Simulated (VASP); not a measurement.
# Al16As17 (a cell with a defect) in VASP: notebook

The runs below take Al16As17 (a cell with a defect) through single point, with PBE.

Everything below comes from runs of VASP 6.6.1. Logs are shortened: lines on timing, memory, paths and dates and some standing lists are left out, and cuts for length are marked.

## (1) The cell of the first run

The cell holds a defect, 33 atoms: a = 9.921 Å, b = 9.921 Å, c = 9.921 Å, α = 109.47°, β = 109.47°, γ = 109.47°.

## (2) Single point, PBE (with an interstitial atom, then relaxed in part)

The input, INCAR:

```
  PREC = Accurate
  ENCUT = 520
  EDIFF = 1E-6
  ISMEAR = 0
  SIGMA = 0.01
  LREAL = Auto
  LASPH = True
  NELM = 80
  ALGO = Normal
  ISIF = 2
  LWAVE = False
  LCHARG = False
  GGA = PE
  NELECT = 132.0
  NBANDS = 88
```

The input, KPOINTS:

```
Automatic mesh
0
Gamma
  2 2 2
  0.5 0.5 0.5
```

The input, POSCAR:

```
Al16As17
1.0
    5.7279123210      5.7279123210      5.7279123210
   -5.7279123210      5.7279123210     -5.7279123210
   -5.7279123210     -5.7279123210      5.7279123210
Al As
16 17
Direct
    0.5011944027      0.7472252110      0.7472252110
    0.5027747890      0.5039691917      0.0000000000
    0.7460308083      0.4960308083      0.7488055973
    0.5117363396      0.2617363396      0.2617363396
    0.7539691917      0.2527747890      0.0000000000
   -0.0027747890      0.2511944027      0.7472252110
    0.5027747890      0.0000000000      0.5039691917
    0.7539691917      0.0000000000      0.2527747890
   -0.0117363396      0.0000000000      0.0000000000
    0.2500000000      0.0000000000      0.7382636604
    0.7460308083      0.7488055973      0.4960308083
   -0.0027747890      0.7472252110      0.2511944027
    0.2500000000      0.7382636604      0.0000000000
   -0.0011944027      0.4960308083      0.4960308083
    0.2500000000      0.5039691917      0.2527747890
    0.2500000000      0.2527747890      0.5039691917
    0.7420777500      0.0000000000      0.0000000000
    0.7500000000      0.7500000000      0.2500000000
   -0.0066915047      0.7433084953      0.0000000000
    0.7579222500      0.5079222500      0.5079222500
    0.0000000000      0.5000000000      0.2500000000
    0.2500000000      0.4920777500      0.0000000000
    0.7500000000      0.2500000000      0.7500000000
    0.0000000000      0.2500000000      0.5000000000
    0.2500000000      0.2566915047      0.2566915047
    0.5066915047      0.2566915047      0.0000000000
   -0.0066915047      0.0000000000      0.7433084953
    0.2500000000      0.0000000000      0.4920777500
    0.5066915047      0.0000000000      0.2566915047
    0.2500000000      0.7433084953      0.7433084953
    0.5000000000      0.7500000000      0.5000000000
    0.5000000000      0.5000000000      0.7500000000
    0.2500000000      0.0000000000      0.0000000000
```

Potentials or basis: VASP PAW PBE potentials, release 64 (Al, As).

Started as:

```
$ cat potpaw_PBE.64/Al/POTCAR potpaw_PBE.64/As/POTCAR > POTCAR
$ mpirun -np 1 vasp_std > vasp.out
```

OUTCAR:

```text
PREC = Accurate
   ENCUT = 520
   EDIFF = 1E-6
   ISMEAR = 0
   LREAL = Auto
   LASPH = True
   NELM = 80
   ISIF = 2
   GGA = PE
   NELECT = 132.0

 ion  position               nearest neighbor table
   1  0.501  0.747  0.747-  31 2.46  32 2.46  30 2.47  17 2.47
   2  0.503  0.504  0.000-  18 2.46  32 2.46  26 2.47  22 2.47
   3  0.746  0.496  0.749-  23 2.46  32 2.46  19 2.47  20 2.47
   4  0.512  0.262  0.262-  20 2.44  25 2.56  26 2.56  29 2.56  33 2.60
   5  0.754  0.253  0.000-  21 2.46  23 2.46  26 2.47  17 2.47
   6  0.997  0.251  0.747-  23 2.46  24 2.46  27 2.47  22 2.47
   7  0.503  0.000  0.504-  23 2.46  31 2.46  29 2.47  28 2.47
   8  0.754  0.000  0.253-  18 2.46  24 2.46  29 2.47  17 2.47
   9  0.988  0.000  0.000-  17 2.44  19 2.56  25 2.56  27 2.56  33 2.60
  10  0.250  0.000  0.738-  28 2.44  26 2.56  30 2.56  27 2.56  33 2.60
  11  0.746  0.749  0.496-  18 2.46  31 2.46  27 2.47  20 2.47
  12  0.997  0.747  0.251-  18 2.46  21 2.46  19 2.47  28 2.47
  13  0.250  0.738  0.000-  22 2.44  19 2.56  30 2.56  29 2.56  33 2.60
  14  0.999  0.496  0.496-  21 2.46  24 2.46  30 2.47  20 2.47
  15  0.250  0.504  0.253-  21 2.46  31 2.46  25 2.47  22 2.47
  16  0.250  0.253  0.504-  24 2.46  32 2.46  25 2.47  28 2.47
  17  0.742  0.000  0.000-   9 2.44   5 2.47   8 2.47   1 2.47
  18  0.750  0.750  0.250-   2 2.46   8 2.46  11 2.46  12 2.46
  19  0.993  0.743  0.000-   3 2.47  12 2.47   9 2.56  13 2.56
[... 12 lines left out ...]
  32  0.500  0.500  0.750-   1 2.46   2 2.46   3 2.46  16 2.46
  33  0.250  0.000  0.000-   4 2.60   9 2.60  10 2.60  13 2.60

  LATTYP: Found a body centered cubic cell.
 ALAT       =    11.4558246420

  Lattice vectors:

 A1 = (   5.7279123210,   5.7279123210,   5.7279123210)
 A2 = (  -5.7279123210,   5.7279123210,  -5.7279123210)
 A3 = (  -5.7279123210,  -5.7279123210,   5.7279123210)

Analysis of symmetry for initial positions (statically):
=====================================================================
 Subroutine PRICEL returns:
 Original cell was already a primitive cell.

 Routine SETGRP: Setting up the symmetry group for a
 body centered cubic supercell.

 Subroutine GETGRP returns: Found 24 space group operations
 (whereof  6 operations were pure point group operations)
 out of a pool of 48 trial point group operations.

The static configuration has the point symmetry C_3v.
 The point group associated with its full space group is T_d .

Analysis of symmetry for dynamics (positions and initial velocities):
=====================================================================
 Subroutine PRICEL returns:
 Original cell was already a primitive cell.

 Routine SETGRP: Setting up the symmetry group for a
 body centered cubic supercell.

 Subroutine GETGRP returns: Found 24 space group operations
 (whereof  6 operations were pure point group operations)
 out of a pool of 48 trial point group operations.

The dynamic configuration has the point symmetry C_3v.
 The point group associated with its full space group is T_d .

 Subroutine INISYM returns: Found 24 space group operations
 (whereof  6 operations are pure point group operations),
 and found     1 'primitive' translations

----------------------------------------------------------------------------------------

                                     Primitive cell

  volume of cell :     751.7078

  direct lattice vectors                    reciprocal lattice vectors
     5.727912321  5.727912321  5.727912321     0.000000000  0.087291839  0.087291839
    -5.727912321  5.727912321 -5.727912321    -0.087291839  0.087291839  0.000000000
    -5.727912321 -5.727912321  5.727912321    -0.087291839  0.000000000  0.087291839

  length of vectors
     9.921035161  9.921035161  9.921035161     0.123449303  0.123449303  0.123449303

  position of ions in fractional coordinates (direct lattice)
     0.501194403  0.747225211  0.747225211
     0.502774789  0.503969192  0.000000000
     0.746030808  0.496030808  0.748805597
     0.511736340  0.261736340  0.261736340
     0.753969192  0.252774789  0.000000000
     0.997225211  0.251194403  0.747225211
[... 25 lines left out ...]
     0.500000000  0.500000000  0.750000000
     0.250000000  0.000000000  0.000000000

  ion indices of the primitive-cell ions
   primitive index   ion index
                 1           1
                 2           2
                 3           3
                 4           4
                 5           5
                 6           6
[... 25 lines left out ...]
                32          32
                33          33

----------------------------------------------------------------------------------------

 KPOINTS: Automatic mesh

Automatic generation of k-mesh.
 Grid dimensions read from file:
 generate k-points for:    2    2    2

 Generating k-lattice:

  Cartesian coordinates                     Fractional coordinates (reciprocal lattice)
     0.000000000  0.043645919  0.043645919     0.500000000  0.000000000  0.000000000
    -0.043645919  0.043645919  0.000000000     0.000000000  0.500000000  0.000000000
    -0.043645919  0.000000000  0.043645919     0.000000000  0.000000000  0.500000000

  Length of vectors
     0.061724651  0.061724651  0.061724651

  Shift w.r.t. Gamma in fractional coordinates (k-lattice)
     0.500000000  0.500000000  0.500000000

 Subroutine IBZKPT returns following result:
 ===========================================

 Found      2 irreducible k-points:

 Following reciprocal coordinates:
            Coordinates               Weight
  0.250000  0.250000  0.250000      2.000000
 -0.250000  0.250000  0.250000      6.000000
   k-points           NKPTS =      2   k-points in BZ     NKDIM =      2   number of bands    NBANDS=     88
   number of dos      NEDOS =    301   number of ions     NIONS =     33
   total plane-waves  NPLWV = 512000
   dimension x,y,z NGX =    80 NGY =   80 NGZ =   80
   dimension x,y,z NGXF=   160 NGYF=  160 NGZF=  160
   ions per type =              16  17
   NGX,Y,Z   is equivalent  to a cutoff of  13.41, 13.41, 13.41 a.u.
   NGXF,Y,Z  is equivalent  to a cutoff of  26.81, 26.81, 26.81 a.u.
 SYSTEM =  unknown system
   PREC   = accura    normal or accurate (medium, high low for compatibility)
   ISTART =      0    job   : 0-new  1-cont  2-samecut
   ICHARG =      2    charge: 1-file 2-atom 10-const
   ISPIN  =      1    spin polarized calculation?
   LNONCOLLINEAR =      F non collinear calculations
   LSORBIT =      F    spin-orbit coupling
   LASPH  =      T    aspherical Exc in radial PAW
   ENCUT  =  520.0 eV  38.22 Ry    6.18 a.u.  18.45 18.45 18.45*2*pi/ulx,y,z
   NELM   =     80;   NELMIN=  2; NELMDL= -5     # of ELM steps
   EDIFF  = 0.1E-05   stopping-criterion for ELM
   LREAL  =      T    real-space projection
   EDIFFG = 0.1E-04   stopping-criterion for IOM
   NSW    =      0    number of steps for IOM
   IBRION =     -1    ionic relax: 0-MD 1-quasi-New 2-CG
   NFREE  =      0    steps in history (QN), initial steepest desc. (CG)
   ISIF   =      2    stress and relaxation
   ISYM   =      2    0-nonsym 1-usesym 2-fastsym
   POTIM  = 0.5000    time-step for ionic-motion
   TEBEG  =    0.0;   TEEND  =   0.0 temperature during run
   PSTRESS=    0.0 pullay stress
   NELECT =     132.0000    total number of electrons
   NUPDOWN=      -1.0000    fix difference up-down
   EMIN   =  10.00;   EMAX   =-10.00  energy-range for DOS
   EFERMI =   0.00;   METHOD = LEGACY
   ISMEAR =     0;   SIGMA  =   0.01  broadening in eV -4-tet -1-fermi 0-gaus
   EFERMI_NEDOS =   21; number of points for ismear=-14 and -15
   IALGO  =     38    algorithm
   IMIX   =      4    mixing-type and parameters
     AMIX     =   0.40;   BMIX     =  1.00
     AMIX_MAG =   1.60;   BMIX_MAG =  1.00
  volume/ion in A,a.u.               =      22.78       153.72
  Fermi-wavevector in a.u.,A,eV,Ry     =   0.916748  1.732402 11.434692  0.840426
  Thomas-Fermi vector in A             =   2.041638
   LORBIT       =      0    0 simple, 1 ext, 2 COOP (PROOUT), +10 PAW based schemes
   GGA     = PE    functional components
   LHFCALC =     F    Hartree Fock is set to
   AEXX    =    0.0000 exact exchange contribution
   IVDW    =     0    specifies the selected vdW correction
   LEPSILON=     F    determine dielectric tensor
   LRPA    =     F    only Hartree local field effects (RPA)
 non-spin polarized calculation
 Gauss-broadening in eV      SIGMA  =   0.01
  energy-cutoff  :      520.00
  volume of cell :      751.71
 maximum number of plane-waves:     20280
 NGX is ok and might be reduce to    80
   NGX = 37   NGY = 37   NGZ = 37

 number of electron     132.0000001 magnetization

 Free energy of the ion-electron system (eV)
  ---------------------------------------------------
  ext. energy  EPLUGINS =         0.00000000
  ---------------------------------------------------
  free energy    TOTEN  =      -155.44083085 eV

  energy without entropy =     -155.43553069  energy(sigma->0) =     -155.43818077

 E-fermi :   4.9190     XC(G=0):  -9.0273

 val. band max:        4.7634819425   @ k =   0.2500   0.2500   0.2500
 cond. band min:       4.9258306304   @ k =  -0.2500   0.2500   0.2500
 fundamental gap:      0.1623486879
 Fermi energy:         4.9189899371

 k-point     1 :       0.2500    0.2500    0.2500
  band No.  band energies     occupation
      1      -8.5658      2.00000
      2      -7.3675      2.00000
      3      -7.3675      2.00000
      4      -7.3675      2.00000
      5      -6.6636      2.00000
      6      -6.4204      2.00000
[... 70 lines left out ...]
     77       6.3576      0.00000
     78       6.3941      0.00000

 k-point     2 :      -0.2500    0.2500    0.2500
  band No.  band energies     occupation
      1      -8.5843      2.00000
      2      -7.4867      2.00000
      3      -7.0365      2.00000
      4      -7.0365      2.00000
      5      -7.0156      2.00000
      6      -6.7317      2.00000
[... 70 lines left out ...]
     77       7.0523      0.00000
     78       7.0523      0.00000
 [bands above 78 left out]

------------------------ aborting loop because EDIFF is reached ----------------------------------------

  FORCE on cell =-STRESS in cart. coord.  units (eV):
  Direction    XX          YY          ZZ          XY          YZ          ZX
  --------------------------------------------------------------------------------------
  -------------------------------------------------------------------------------------
  Total        1.1829736      1.1829736      1.1829736     -0.0000000      0.0000000     -0.0000000
  in kB        2.5213698      2.5213698      2.5213698     -0.0000000      0.0000000     -0.0000000
  external PRESSURE =       2.5213698 kB  Pullay stress =       0.0000000 kB

 VOLUME and BASIS-vectors are now :
 -----------------------------------------------------------------------------
  energy-cutoff  :      520.00
  volume of cell :      751.71
      direct lattice vectors                 reciprocal lattice vectors
     5.727912321  5.727912321  5.727912321     0.000000000  0.087291839  0.087291839
    -5.727912321  5.727912321 -5.727912321    -0.087291839  0.087291839  0.000000000
    -5.727912321 -5.727912321  5.727912321    -0.087291839  0.000000000  0.087291839

 POSITION                                       TOTAL-FORCE (eV/Angst)
 -----------------------------------------------------------------------------------
     -5.68928      2.87080      2.87080         0.002901     -0.004725     -0.004725
     -0.00684      5.76654     -0.00684         0.004725      0.002901      0.004725
     -2.85711      2.82533      5.72107        -0.004725     -0.002901      0.004725
     -0.06722      2.93118      2.93118        -0.009062      0.009062      0.009062
      2.87080      5.76654      2.87080        -0.004725      0.002901     -0.004725
     -0.00684      2.87080      8.55324         0.004725     -0.004725     -0.002901
[... 25 lines left out ...]
     -4.29593      1.43198      4.29593         0.000000     -0.000000     -0.000000
      1.43198      1.43198      1.43198         0.000000     -0.000000     -0.000000
 -----------------------------------------------------------------------------------
    total drift:                                0.000002     -0.000005     -0.000002

  FREE ENERGIE OF THE ION-ELECTRON SYSTEM (eV)
  ---------------------------------------------------
  free  energy   TOTEN  =      -155.4408308450 eV

  energy  without entropy=     -155.4355306872  energy(sigma->0) =     -155.43818077
```

It took 4.1 min on 1 thread of AMD EPYC 9R45 (Zen 5), shared host; peak memory 0.88 GiB.

What came out:

```
Free energy   : -155.4408 eV
Largest force : 0.016 eV/Å
```

Forces in eV/Å, atoms in the order of the input:
```
Al   0.003 -0.005 -0.005
Al   0.005  0.003  0.005
Al  -0.005 -0.003  0.005
Al  -0.009  0.009  0.009
Al  -0.005  0.003 -0.005
Al   0.005 -0.005 -0.003
Al   0.005  0.005  0.003
Al  -0.005 -0.005  0.003
Al  -0.009 -0.009 -0.009
Al   0.009  0.009 -0.009
Al  -0.005  0.005 -0.003
Al   0.005 -0.003 -0.005
Al   0.009 -0.009  0.009
Al   0.003  0.005  0.005
Al  -0.003 -0.005  0.005
Al  -0.003  0.005 -0.005
As   0.006  0.006  0.006
As   0.000  0.000  0.000
As   0.000 -0.001  0.000
As   0.006 -0.006 -0.006
As   0.000  0.000  0.000
As  -0.006  0.006 -0.006
As   0.000  0.000  0.000
As   0.000  0.000  0.000
As  -0.001  0.000  0.000
As   0.000  0.001  0.000
As   0.000  0.000 -0.001
As  -0.006 -0.006  0.006
As   0.000  0.000  0.001
As   0.001  0.000  0.000
As   0.000  0.000  0.000
As   0.000  0.000  0.000
As   0.000  0.000  0.000
```

Caveat: the k points lie up to 0.39 Å⁻¹ apart; the cell carries a net charge on a neutralising background, which shifts energy and pressure; the cell differs from its parent crystal (with an interstitial atom, then relaxed in part); the cell is charged against a uniform background, so pressure and absolute levels hang on convention.

## (3) Single point, PBE (with an interstitial atom, then relaxed in part)

The input, INCAR:

```
PREC = Accurate ; ENCUT = 520
EDIFF = 1E-6 ; ISMEAR = 0
SIGMA = 0.01 ; LREAL = Auto
LASPH = True ; NELM = 60
ALGO = Normal ; ISIF = 2
LWAVE = False ; LCHARG = False
GGA = PE ; NBANDS = 88
NELECT = 130.0
```

KPOINTS is that of step 2.

The input, POSCAR:

```
Al16As17
1.0
    5.7279123210      5.7279123210      5.7279123210
   -5.7279123210      5.7279123210     -5.7279123210
   -5.7279123210     -5.7279123210      5.7279123210
Al As
16 17
Direct
    0.5013450808      0.7489848136      0.7489848136
    0.5010151864      0.5023602672      0.0000000000
    0.7476397328      0.4976397328      0.7486549192
    0.5216978596      0.2716978596      0.2716978596
    0.7523602672      0.2510151864      0.0000000000
   -0.0010151864      0.2513450808      0.7489848136
    0.5010151864      0.0000000000      0.5023602672
    0.7523602672      0.0000000000      0.2510151864
   -0.0216978596      0.0000000000      0.0000000000
    0.2500000000      0.0000000000      0.7283021404
    0.7476397328      0.7486549192      0.4976397328
   -0.0010151864      0.7489848136      0.2513450808
    0.2500000000      0.7283021404      0.0000000000
   -0.0013450808      0.4976397328      0.4976397328
    0.2500000000      0.5023602672      0.2510151864
    0.2500000000      0.2510151864      0.5023602672
    0.7368106741      0.0000000000      0.0000000000
    0.7500000000      0.7500000000      0.2500000000
    0.0007430082      0.7507430082      0.0000000000
    0.7631893259      0.5131893259      0.5131893259
    0.0000000000      0.5000000000      0.2500000000
    0.2500000000      0.4868106741      0.0000000000
    0.7500000000      0.2500000000      0.7500000000
    0.0000000000      0.2500000000      0.5000000000
    0.2500000000      0.2492569918      0.2492569918
    0.4992569918      0.2492569918      0.0000000000
    0.0007430082      0.0000000000      0.7507430082
    0.2500000000      0.0000000000      0.4868106741
    0.4992569918      0.0000000000      0.2492569918
    0.2500000000      0.7507430082      0.7507430082
    0.5000000000      0.7500000000      0.5000000000
    0.5000000000      0.5000000000      0.7500000000
    0.2500000000      0.0000000000      0.0000000000
```

Potentials or basis: VASP PAW PBE potentials, release 64 (Al, As).

Started as:

```
$ cat potpaw_PBE.64/Al/POTCAR potpaw_PBE.64/As/POTCAR > POTCAR
$ mpirun -np 1 vasp_std > vasp.out
```

Wall time 3.7 min (1 thread of AMD EPYC 9R45 (Zen 5), shared host); peak memory 0.93 GiB.

The run converged. Its results:

```
Free energy   : -165.0919 eV
Largest force : 0.017 eV/Å
```

Forces on the atoms (eV/Å):
```
Al   0.003 -0.006 -0.006
Al   0.006  0.003  0.006
Al  -0.006 -0.003  0.006
Al  -0.003  0.003  0.003
Al  -0.006  0.003 -0.006
Al   0.006 -0.006 -0.003
Al   0.006  0.006  0.003
Al  -0.006 -0.006  0.003
Al  -0.003 -0.003 -0.003
Al   0.003  0.003 -0.003
Al  -0.006  0.006 -0.003
Al   0.006 -0.003 -0.006
Al   0.003 -0.003  0.003
Al   0.003  0.006  0.006
Al  -0.003 -0.006  0.006
Al  -0.003  0.006 -0.006
As  -0.007 -0.007 -0.007
As   0.000  0.000  0.000
As   0.000  0.017  0.000
As  -0.007  0.007  0.007
As   0.000  0.000  0.000
As   0.007 -0.007  0.007
As   0.000  0.000  0.000
As   0.000  0.000  0.000
As   0.017  0.000  0.000
As   0.000 -0.017  0.000
As   0.000  0.000  0.017
As   0.007  0.007 -0.007
As   0.000  0.000 -0.017
As  -0.017  0.000  0.000
As   0.000  0.000  0.000
As   0.000  0.000  0.000
As   0.000  0.000  0.000
```

Levels at points of the mesh, in eV from the Fermi level:
```csv
k point,band 62,band 63,band 64,band 65,band 66,band 67,band 68,band 69
"(0.25, 0.25, 0.25)",-0.21,-0.09,-0.09,-0.09,1.32,1.32,1.32,2.61
```

Caveat: the cell carries a net charge on a neutralising background, which shifts energy and pressure; the cell differs from its parent crystal (with an interstitial atom, then relaxed in part); the cell is charged against a uniform background, so pressure and absolute levels hang on convention.
